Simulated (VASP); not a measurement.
# Y3W (Pm-3n) in VASP: notebook

The runs below take Y3W through single point, relaxation of cell and atoms, with PBE.

Everything below comes from runs of VASP 6.6.1. Logs are shortened: lines on timing, memory, paths and dates and some standing lists are left out, and cuts for length are marked.

### Step 1. The cell of the first run

Symmetry: Pm-3n, No. 223, cubic system. The conventional cell has a = 5.938 Å, b = 5.938 Å, c = 5.938 Å, α = 90.00°, β = 90.00°, γ = 90.00°. Within 3.9 Å of Y (site symmetry -4m2) lie 10 Y at 2.97 to 3.64 Å and 4 W at 3.32 Å. W (site symmetry m-3) has 12 Y at 3.32 Å within 4.4 Å.

### Step 2. Single point, PBE

INCAR

```
  PREC = Accurate
  ENCUT = 500
  EDIFF = 1E-6
  ISMEAR = 0
  SIGMA = 0.1
  LREAL = F
  LASPH = T
  NELM = 120
  ALGO = Normal
  ISIF = 2
  LWAVE = F
  LCHARG = F
  GGA = PE
  NBANDS = 57
  GGA_COMPAT = F
```

KPOINTS

```
regular mesh
0
Gamma
  6 6 6
```

POSCAR

```
Y3W
1.0
    5.9379141841      0.0000000000      0.0000000000
    0.0000000000      5.9379141841      0.0000000000
    0.0000000000      0.0000000000      5.9379141841
Y W
6 2
Direct
    0.0000000000      0.5000000000      0.2500000000
    0.0000000000      0.5000000000      0.7500000000
    0.2500000000      0.0000000000      0.5000000000
    0.7500000000      0.0000000000      0.5000000000
    0.5000000000      0.7500000000      0.0000000000
    0.5000000000      0.2500000000      0.0000000000
    0.0000000000      0.0000000000      0.0000000000
    0.5000000000      0.5000000000      0.5000000000
```

Potentials or basis: VASP PAW PBE potentials, release 64 (Y_sv, W_sv).

Command:

```sh
$ cat potpaw_PBE.64/Y_sv/POTCAR potpaw_PBE.64/W_sv/POTCAR > POTCAR
$ mpirun -np 1 vasp_std > vasp.out
```

OUTCAR:

```text
PREC = Accurate
   ENCUT = 500
   EDIFF = 1E-6
   ISMEAR = 0
   LREAL = F
   LASPH = T
   NELM = 120
   ISIF = 2
   GGA = PE

 ion  position               nearest neighbor table
   1  0.000  0.500  0.250-   2 2.97   2 2.97   8 3.32   7 3.32   7 3.32   8 3.32   4 3.64   5 3.64
                             3 3.64   4 3.64   6 3.64   5 3.64   6 3.64   3 3.64
   2  0.000  0.500  0.750-   1 2.97   1 2.97   8 3.32   7 3.32   7 3.32   8 3.32   4 3.64   5 3.64
                             3 3.64   4 3.64   6 3.64   5 3.64   6 3.64   3 3.64
   3  0.250  0.000  0.500-   4 2.97   4 2.97   8 3.32   7 3.32   8 3.32   7 3.32   1 3.64   5 3.64
                             6 3.64   5 3.64   1 3.64   2 3.64   6 3.64   2 3.64
   4  0.750  0.000  0.500-   3 2.97   3 2.97   8 3.32   7 3.32   8 3.32   7 3.32   1 3.64   5 3.64
                             6 3.64   5 3.64   1 3.64   2 3.64   6 3.64   2 3.64
   5  0.500  0.750  0.000-   6 2.97   6 2.97   8 3.32   8 3.32   7 3.32   7 3.32   3 3.64   3 3.64
                             4 3.64   4 3.64   1 3.64   1 3.64   2 3.64   2 3.64
   6  0.500  0.250  0.000-   5 2.97   5 2.97   8 3.32   8 3.32   7 3.32   7 3.32   3 3.64   3 3.64
                             4 3.64   4 3.64   1 3.64   1 3.64   2 3.64   2 3.64
   7  0.000  0.000  0.000-   1 3.32   2 3.32   3 3.32   4 3.32   5 3.32   6 3.32   3 3.32   4 3.32
                             1 3.32   2 3.32   5 3.32   6 3.32
   8  0.500  0.500  0.500-   1 3.32   2 3.32   3 3.32   4 3.32   5 3.32   6 3.32   5 3.32   6 3.32
                             3 3.32   4 3.32   1 3.32   2 3.32

  LATTYP: Found a simple cubic cell.
 ALAT       =     5.9379141841

  Lattice vectors:

 A1 = (   5.9379141841,   0.0000000000,   0.0000000000)
 A2 = (   0.0000000000,   5.9379141841,   0.0000000000)
 A3 = (   0.0000000000,   0.0000000000,   5.9379141841)

Analysis of symmetry for initial positions (statically):
=====================================================================
 Subroutine PRICEL returns:
 Original cell was already a primitive cell.

 Routine SETGRP: Setting up the symmetry group for a
 simple cubic supercell.

 Subroutine GETGRP returns: Found 48 space group operations
 (whereof 24 operations were pure point group operations)
 out of a pool of 48 trial point group operations.

The static configuration has the point symmetry T_h .
 The point group associated with its full space group is O_h .

Analysis of symmetry for dynamics (positions and initial velocities):
=====================================================================
 Subroutine PRICEL returns:
 Original cell was already a primitive cell.

 Routine SETGRP: Setting up the symmetry group for a
 simple cubic supercell.

 Subroutine GETGRP returns: Found 48 space group operations
[... 122 lines left out ...]
   NELECT =      94.0000    total number of electrons
   NUPDOWN=      -1.0000    fix difference up-down
   EMIN   =  10.00;   EMAX   =-10.00  energy-range for DOS
   EFERMI =   0.00;   METHOD = LEGACY
   ISMEAR =     0;   SIGMA  =   0.10  broadening in eV -4-tet -1-fermi 0-gaus
   EFERMI_NEDOS =   21; number of points for ismear=-14 and -15
   IALGO  =     38    algorithm
   IMIX   =      4    mixing-type and parameters
     AMIX     =   0.40;   BMIX     =  1.00
     AMIX_MAG =   1.60;   BMIX_MAG =  1.00
  volume/ion in A,a.u.               =      26.17       176.61
  Fermi-wavevector in a.u.,A,eV,Ry     =   1.253575  2.368913 21.380867  1.571449
  Thomas-Fermi vector in A             =   2.387421
   LORBIT       =      0    0 simple, 1 ext, 2 COOP (PROOUT), +10 PAW based schemes
   GGA     = PE    functional components
   LHFCALC =     F    Hartree Fock is set to
   AEXX    =    0.0000 exact exchange contribution
   IVDW    =     0    specifies the selected vdW correction
   LEPSILON=     F    determine dielectric tensor
   LRPA    =     F    only Hartree local field effects (RPA)
 non-spin polarized calculation
 Gauss-broadening in eV      SIGMA  =   0.10
  energy-cutoff  :      500.00
  volume of cell :      209.36
 maximum number of plane-waves:      5400
 NGX is ok and might be reduce to    48
   NGX = 21   NGY = 21   NGZ = 21

 number of electron      94.0000004 magnetization

 Free energy of the ion-electron system (eV)
  ---------------------------------------------------
  ext. energy  EPLUGINS =         0.00000000
  ---------------------------------------------------
  free energy    TOTEN  =       -59.29053644 eV

  energy without entropy =      -59.20955590  energy(sigma->0) =      -59.25004617

 E-fermi :   4.4362     XC(G=0): -10.4708

 val. band max:        4.4338679904   @ k =   0.5000   0.5000   0.1667
 cond. band min:       4.4543448182   @ k =   0.5000   0.5000   0.3333
 fundamental gap:      0.0204768278
 Fermi energy:         4.4362048397

 k-point     1 :       0.0000    0.0000    0.0000
  band No.  band energies     occupation
      1     -68.9431      2.00000
      2     -68.9430      2.00000
      3     -37.8628      2.00000
      4     -37.8071      2.00000
      5     -37.8071      2.00000
      6     -37.6367      2.00000
[... 1189 lines left out ...]
     56       5.3550      0.00000
     57       7.4599      0.00000

------------------------ aborting loop because EDIFF is reached ----------------------------------------

  FORCE on cell =-STRESS in cart. coord.  units (eV):
  Direction    XX          YY          ZZ          XY          YZ          ZX
  --------------------------------------------------------------------------------------
  -------------------------------------------------------------------------------------
  Total       -0.1934343     -0.1934343     -0.1934343     -0.0000000      0.0000000      0.0000000
  in kB       -1.4802744     -1.4802744     -1.4802744     -0.0000000      0.0000000      0.0000000
  external PRESSURE =      -1.4802744 kB  Pullay stress =       0.0000000 kB

 VOLUME and BASIS-vectors are now :
 -----------------------------------------------------------------------------
  energy-cutoff  :      500.00
  volume of cell :      209.36
      direct lattice vectors                 reciprocal lattice vectors
     5.937914184  0.000000000  0.000000000     0.168409305  0.000000000  0.000000000
     0.000000000  5.937914184  0.000000000     0.000000000  0.168409305  0.000000000
     0.000000000  0.000000000  5.937914184     0.000000000  0.000000000  0.168409305

 POSITION                                       TOTAL-FORCE (eV/Angst)
 -----------------------------------------------------------------------------------
      0.00000      2.96896      1.48448        -0.000000     -0.000000      0.000000
      0.00000      2.96896      4.45344         0.000000      0.000000     -0.000000
      1.48448      0.00000      2.96896        -0.000000      0.000000      0.000000
      4.45344      0.00000      2.96896         0.000000     -0.000000     -0.000000
      2.96896      4.45344      0.00000        -0.000000     -0.000000     -0.000000
      2.96896      1.48448      0.00000         0.000000      0.000000     -0.000000
      0.00000      0.00000      0.00000         0.000000      0.000000      0.000000
      2.96896      2.96896      2.96896         0.000000      0.000000      0.000000
 -----------------------------------------------------------------------------------
    total drift:                                0.000000     -0.000000      0.000000

  FREE ENERGIE OF THE ION-ELECTRON SYSTEM (eV)
  ---------------------------------------------------
  free  energy   TOTEN  =       -59.2905364386 eV

  energy  without entropy=      -59.2095559009  energy(sigma->0) =      -59.25004617
```

stdout:

```text
POSCAR found type information on POSCAR Y W
 POSCAR found :  2 types and       8 ions
 scaLAPACK will be used
 LDA part: xc-table for (Slater+PW92), standard interpolation
 POSCAR, INCAR and KPOINTS ok, starting setup
 FFT: planning ... GRIDC
 FFT: planning ... GRID_SOFT
 FFT: planning ... GRID
 WAVECAR not read
 entering main loop
```

It took 7.2 min on 1 thread of AMD EPYC 7R43 (Zen 3), shared host; peak memory 0.38 GiB.

What came out:

```yaml
Free_energy: -59.2905 eV
Pressure: -0.1 GPa
Band_gap_on_the_k_mesh: zero (band 47 reaches 4.56 eV, above the bottom of band 48 at 4.16 eV)
```

Levels at points of the mesh, in eV from the Fermi level:
```tsv
k point	band 43	band 44	band 45	band 46	band 47	band 48	band 49	band 50	band 51	band 52
(0.00, 0.00, 0.00)	-0.32	-0.32	-0.26	-0.26	-0.26	-0.24	-0.12	-0.12	-0.12	0.31
(0.50, 0.00, 0.00)	-0.68	-0.68	-0.19	-0.19	-0.05	-0.05	0.14	0.14	0.26	0.26
(0.50, 0.50, 0.00)	-0.45	-0.45	-0.42	-0.05	0.10	0.29	0.29	0.29	0.30	0.60
(0.50, 0.50, 0.50)	-0.84	-0.84	0.10	0.10	0.10	0.10	0.10	0.10	0.92	0.92
```

Caveat: spin-orbit coupling is left out, which moves the levels of the heavy elements.

### Step 3. Relaxation of cell and atoms, PBE

This run uses another cell than the first one, of 24.91 Å³/atom, 0.952 times its volume.

INCAR

```
PREC = Accurate
ENCUT = 500
EDIFF = 1E-7
ISMEAR = 0
SIGMA = 0.1
LREAL = F
LASPH = T
NELM = 120
ALGO = Normal
ISIF = 3
LWAVE = F
LCHARG = F
GGA = PE
IBRION = 2
NSW = 100
EDIFFG = -0.01
GGA_COMPAT = F
NELMIN = 4
```

KPOINTS is that of step 2.

POSCAR: that of step 2 with these lines changed.

```diff
@@ -2,5 +2,5 @@
 1.0
-    5.9379141841      0.0000000000      0.0000000000
-    0.0000000000      5.9379141841      0.0000000000
-    0.0000000000      0.0000000000      5.9379141841
+    5.8412874780      0.0000000000      0.0000000000
+    0.0000000000      5.8412874780      0.0000000000
+    0.0000000000      0.0000000000      5.8412874780
 Y W
```

Potentials or basis: VASP PAW PBE potentials, release 64 (Y_sv, W_sv).

Command:

```sh
$ cat potpaw_PBE.64/Y_sv/POTCAR potpaw_PBE.64/W_sv/POTCAR > POTCAR
$ mpirun -np 1 vasp_std > vasp.out
```

Run time: 28 min. Hardware: 1 thread of AMD EPYC 7R43 (Zen 3), shared host; peak memory 0.41 GiB.

The run converged. Its results:

* Free energy: -59.2886 eV
* Relaxed volume: 26.11 Å³/atom
* Relaxed cell: a = 5.933 Å, b = 5.933 Å, c = 5.933 Å, α = 90.00°, β = 90.00°, γ = 90.00°
* Space group after relaxing (to 0.05 Å): Pm-3n (No. 223)
* Energy gained by relaxing: 11.1 meV/atom
* Ionic steps: 3
* Pressure after relaxing: 0.0 GPa
* Band gap on the k mesh: zero (band 47 reaches 4.58 eV, above the bottom of band 48 at 4.17 eV)

The path:
```tsv
step	energy change (eV)	largest force (eV/Å)	pressure (GPa)	volume (Å³)
1	0.0000	0.0000	3.05	199.31
2	-0.0711	0.0000	-1.24	213.33
3	-0.0886	0.0000	0.00	208.88
```

Final structure:
```
Y W
1.0
     5.93332    0.00000    0.00000
     0.00000    5.93332    0.00000
     0.00000    0.00000    5.93332
Y W
6 2
Direct
  0.00000 0.50000 0.25000
  0.00000 0.50000 0.75000
  0.25000 0.00000 0.50000
  0.75000 0.00000 0.50000
  0.50000 0.75000 0.00000
  0.50000 0.25000 0.00000
  0.00000 0.00000 0.00000
  0.50000 0.50000 0.50000
```

Levels at points of the mesh, in eV from the Fermi level:
```
           k point  band 43  band 44  band 45  band 46  band 47  band 48  band 49  band 50  band 51  band 52
(0.00, 0.00, 0.00)    -0.32    -0.32    -0.26    -0.26    -0.26    -0.24    -0.11    -0.11    -0.11     0.31
(0.50, 0.00, 0.00)    -0.68    -0.68    -0.19    -0.19    -0.05    -0.05     0.14     0.14     0.26     0.26
(0.50, 0.50, 0.00)    -0.45    -0.45    -0.42    -0.05     0.10     0.29     0.29     0.29     0.29     0.60
(0.50, 0.50, 0.50)    -0.85    -0.85     0.10     0.10     0.10     0.10     0.10     0.10     0.92     0.92
```

Caveat: spin-orbit coupling is left out, which moves the levels of the heavy elements.

### Step 4. Single point, PBE

This run uses another cell than the first one, of 24.91 Å³/atom, 0.952 times its volume.

INCAR

```
SYSTEM = Y3W
PREC = Accurate
ENCUT = 500
EDIFF = 1E-6
ISMEAR = 0
SIGMA = 0.1
LREAL = .False.
LASPH = .True.
NELM = 120
ALGO = Normal
ISIF = 2
LWAVE = .False.
LCHARG = .True.
GGA = PE
LELF = .True.
LVHAR = .True.
NBANDS = 57
GGA_COMPAT = .False.
```

KPOINTS

```
regular mesh
0
Gamma
  4 4 4
  0 0 0
```

POSCAR is that of step 3.

Command:

```sh
$ cat potpaw_PBE.64/Y_sv/POTCAR potpaw_PBE.64/W_sv/POTCAR > POTCAR
$ mpirun -np 1 vasp_std > vasp.out
```

Wall time 4.5 min (1 thread of AMD EPYC 7R43 (Zen 3), shared host); peak memory 0.32 GiB.

The run converged. Its results:

```
Free energy            : -59.2326 eV
Pressure               : 2.8 GPa
Band gap on the k mesh : zero (band 47 reaches 4.85 eV, above the bottom of band 48 at 4.50 eV)
```

Levels at points of the mesh, in eV from the Fermi level:
```tsv
k point	band 42	band 43	band 44	band 45	band 46	band 47	band 48	band 49	band 50	band 51
(0.00, 0.00, 0.00)	-1.01	-0.32	-0.32	-0.29	-0.29	-0.29	-0.25	-0.01	-0.01	-0.01
(0.50, 0.00, 0.00)	-0.80	-0.74	-0.74	-0.19	-0.19	-0.06	-0.06	0.16	0.16	0.30
(0.50, 0.50, 0.00)	-0.91	-0.49	-0.47	-0.47	-0.09	0.07	0.28	0.33	0.34	0.34
(0.50, 0.50, 0.50)	-0.91	-0.91	-0.91	0.09	0.09	0.09	0.09	0.09	0.09	1.00
```

Caveat: spin-orbit coupling is left out, which moves the levels of the heavy elements.

### Step 5. Summary

```csv
task,cell,k mesh,gap on the mesh (eV),pressure (GPa)
single point,"a = 5.938 Å, 8 atoms",6 × 6 × 6,none,-0.1
relaxation of cell and atoms,"relaxed from a = 5.841 Å, 8 atoms",6 × 6 × 6,none,0.0
single point,"a = 5.841 Å, 8 atoms",4 × 4 × 4,none,2.8
```

Alike in all rows: level PBE; potentials or basis VASP PAW PBE potentials, release 64 (Y_sv, W_sv); no spin polarisation; cutoff (eV) 500; smearing gaussian 0.1 eV.

Caveats: spin-orbit coupling is left out, which moves the levels of the heavy elements.

Absolute energies hang on the potentials; compare differences alone.
